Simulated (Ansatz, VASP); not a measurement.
## Ti in VASP and in Ansatz

Contents of INCAR:

```
  PREC = Accurate
  ENCUT = 520
  EDIFF = 1E-7
  ISMEAR = -1
  SIGMA = 0.05
  LREAL = F
  LASPH = T
  NELM = 150
  ALGO = Normal
  ISIF = 2
  LWAVE = F
  LCHARG = T
  ISPIN = 2
  MAGMOM = 1 1
  LORBIT = 11
  LMAXMIX = 4
  GGA = PS
  LELF = T
  LVHAR = T
  NBANDS = 23
```

Contents of KPOINTS:

```
regular mesh
0
Gamma
  20 20 11
```

POSCAR

```
Ti
1.0
    2.9006741627      0.0000000000      0.0000000000
   -1.4503370813      2.5120575130      0.0000000000
    0.0000000000      0.0000000000      4.5927264989
Ti
2
Direct
    0.3333333333      0.6666666667      0.2500000000
    0.6666666667      0.3333333333      0.7500000000
```

Input for Ansatz:

```yaml
crystal:
  lattice:
    - [2.9006741627, 0.0, 0.0]
    - [-1.4503370813, 2.512057513, 0.0]
    - [0.0, 0.0, 4.5927264989]
  atoms:
    - { symbol: Ti, position: [0.3333333333, 0.6666666667, 0.25], spin: 1.0 }
    - { symbol: Ti, position: [0.6666666667, 0.3333333333, 0.75], spin: 1.0 }
hamiltonian:
  xc: pbesol
  pseudopotentials:
    kind: paw
    azcp:
      Ti: "pseudopotentials/Ti.paw.azcp"
basis:
  ecutwfc: 420
  fft_grid_basis: typed
kpoints:
  mp_grid: { grid: [20, 20, 11], shift: [0, 0, 0] }
magnetization:
  spin_polarized: true
scf:
  occupations: { method: fermi_dirac, width: 0.05 }
```

Alike in both runs: task single point; functional PBEsol; k mesh 20 × 20 × 11; occupations fermi-dirac, width 0.05 eV; collinear spin.

```csv
,VASP,Ansatz
version,VASP 6.6.1,Ansatz 0.2.0
potentials or method,"VASP PAW PBE potentials, release 64 (Ti_sv), cutoff 520 eV","plane waves (420 eV) with PAW, scalar-relativistic"
valence electrons in the cell,24,24
```

```tsv
	VASP	Ansatz	Ansatz less VASP
net moment per atom (μB)	0.00	0.00	0.000
```

VASP's potentials were made for PBE, not for PBEsol, and Ansatz warns of the same on its side. Ansatz's warnings: seeded moment not kept.
